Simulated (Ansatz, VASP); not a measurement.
# CdS: VASP beside Ansatz

File INCAR:

```
SYSTEM = CdS
  PREC = Accurate
  ENCUT = 520
  EDIFF = 1E-7
  ISMEAR = -1
  SIGMA = 0.05
  LREAL = .FALSE.
  LASPH = .TRUE.
  NELM = 60
  ALGO = Normal
  ISIF = 2
  LWAVE = .FALSE.
  LCHARG = .TRUE.
  GGA = RP
  IVDW = 13
  LELF = .TRUE.
  LVHAR = .TRUE.
  NBANDS = 26
```

The input KPOINTS:

```
Automatic mesh
0
G
  7 7 4
  0 0 0
```

POSCAR

```
CdS
1.0
    4.1221468118      0.0000000000      0.0000000000
   -2.0610734059      3.5698838571      0.0000000000
    0.0000000000      0.0000000000      6.6917838725
Cd S
2 2
Direct
    0.6666666667      0.3333333333      0.5000000000
    0.3333333333      0.6666666667      0.0000000000
    0.6666666667      0.3333333333      0.8750000000
    0.3333333333      0.6666666667      0.3750000000
```

File input.yaml:

```yaml
crystal:
  lattice:
    - [4.1221468118, 0.0, 0.0]
    - [-2.0610734059, 3.5698838571, 0.0]
    - [0.0, 0.0, 6.6917838725]
  atoms:
    - { symbol: Cd, position: [0.6666666667, 0.3333333333, 0.5] }
    - { symbol: Cd, position: [0.3333333333, 0.6666666667, 0.0] }
    - { symbol: S, position: [0.6666666667, 0.3333333333, 0.875] }
    - { symbol: S, position: [0.3333333333, 0.6666666667, 0.375] }
hamiltonian:
  xc: rpbe
  pseudopotentials: { kind: paw }
  dispersion: d4
kpoints:
  mp_grid: { grid: [7, 7, 4] }
scf:
  occupations: { method: fermi_dirac, width: 0.05 }
output:
  forces: true
  stress: true
  eigenvalues: true
```

Alike in both runs: task single point; functional RPBE; dispersion D4; k mesh 7 × 7 × 4; occupations fermi-dirac, width 0.05 eV; no spin polarisation.

|  | VASP | Ansatz |
| --- | --- | --- |
| version | VASP 6.6.1 | Ansatz 0.2.0 |
| potentials or method | VASP PAW PBE potentials, release 64 (Cd, S) | Ansatz PAW |
| plane-wave cutoff (eV) | 520 | 420 |
| valence electrons in the cell | 36 | 52 |

Ansatz gave:

- gap on the k mesh at the Fermi level (eV): 1.43
- least direct gap on the mesh (eV): 1.43
- pressure (GPa): 1.1
- traceless stress, the component that is largest in VASP (GPa): 0.40
- rms of the force components (eV/Å): 0.046

Question: What did VASP give for the same quantities?

Answer: gap on the k mesh at the Fermi level (eV): 1.43; least direct gap on the mesh (eV): 1.43; pressure (GPa): 1.5; traceless stress, the component that is largest in VASP (GPa): 0.42; rms of the force components (eV/Å): 0.046.

VASP's potentials were made for PBE, not for RPBE. Atom by atom the forces differ by 0.000 eV/Å (rms over components). VASP's potentials hold 36 valence electrons a cell and Ansatz's 52, so a difference there can come from the potentials and not from the codes.

Noted on Ansatz's run: odd divisions of the mesh miss points on the zone boundary, where band edges often lie, so the gap on the mesh can be too wide.
